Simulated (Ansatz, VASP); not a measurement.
# One calculation of BeTl, two programs

```
CELL_PARAMETERS angstrom
3.99642 0.00000 0.00000
0.00000 3.62836 0.00000
0.00000 0.00000 5.84767
ATOMIC_POSITIONS crystal
Be 0.75000 0.00000 0.56126
Be 0.25000 0.00000 0.43874
Tl 0.75000 0.50000 0.22293
Tl 0.25000 0.50000 0.77707
```

Alike in both runs: functional PBE; k mesh 12 × 12 × 8; occupations gaussian, width 0.1 eV; no spin polarisation.

Ansatz relaxed the structure, and its values are those at the end. VASP's run is a single point on that final structure, the one shown.

|  | VASP | Ansatz |
| --- | --- | --- |
| version | VASP 6.6.1 | Ansatz 0.2.0 |
| potentials or method | VASP PAW PBE potentials, release 64 (Be, Tl_d), cutoff 520 eV | scalar-relativistic, plane waves, PAW |
| valence electrons in the cell | 30 | 30 |

|  | VASP | Ansatz | Ansatz less VASP |
| --- | --- | --- | --- |
| gap on the k mesh at the Fermi level (eV) | none | none | - |
| pressure (GPa) | 0.0 | 0.0 | +0.02 |

A gap of «none» marks a metal or a gap that the smearing closes.

Spin-orbit coupling is off throughout.
